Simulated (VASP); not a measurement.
**SnTe: single point with PBEsol**

Crystal: SnTe.

```xyz
2
Lattice="0.0000 3.1565 3.1565 3.1565 0.0000 3.1565 3.1565 3.1565 0.0000" Properties=species:S:1:pos:R:3 pbc="T T T"
Sn    0.0000    0.0000    0.0000
Te    3.1653    3.1653    3.1565
```

```yaml
Program: VASP 6.6.1
Task: single point
Functional: PBEsol
Potentials_or_basis: VASP PAW PBE potentials, release 64 (Sn_d, Te)
Cutoff: 520 eV
k_mesh: 10 × 10 × 10
Occupations: gaussian, width 0.03 eV
Spin: no spin polarisation
```

* Pressure: -0.6 GPa
* Band gap on the k mesh: 0.13 eV

Levels at points of the mesh, in eV from the valence-band top:
```tsv
k point	band 6	band 7	band 8	band 9	band 10	band 11	band 12	band 13	band 14	band 15
(0.00, 0.00, 0.00)	-12.73	-4.69	-2.07	-2.07	-2.07	3.37	3.37	3.37	4.77	4.77
(0.50, 0.00, 0.00)	-11.46	-8.28	-1.74	-1.74	0.00	0.13	0.40	0.40	7.72	8.74
(0.00, 0.00, 0.50)	-11.46	-8.28	-1.74	-1.73	0.00	0.13	0.40	0.40	7.72	8.74
(0.50, 0.50, 0.00)	-11.16	-6.44	-5.52	-3.67	-3.67	2.17	4.93	4.94	6.37	9.07
(0.00, 0.50, 0.50)	-11.16	-6.44	-5.51	-3.67	-3.67	2.17	4.94	4.94	6.37	9.07
```

Wall time 3.9 min on 1 thread of Intel Xeon 8259CL, on a shared host, peak memory 0.34 GiB.

Caveat: semilocal functionals underestimate gaps, and a narrow one can read as zero; the PAW data sets were made with another functional, which shifts forces and pressure a little; spin-orbit coupling is left out, which moves the levels of the heavy elements. A k mesh can miss the band edges.
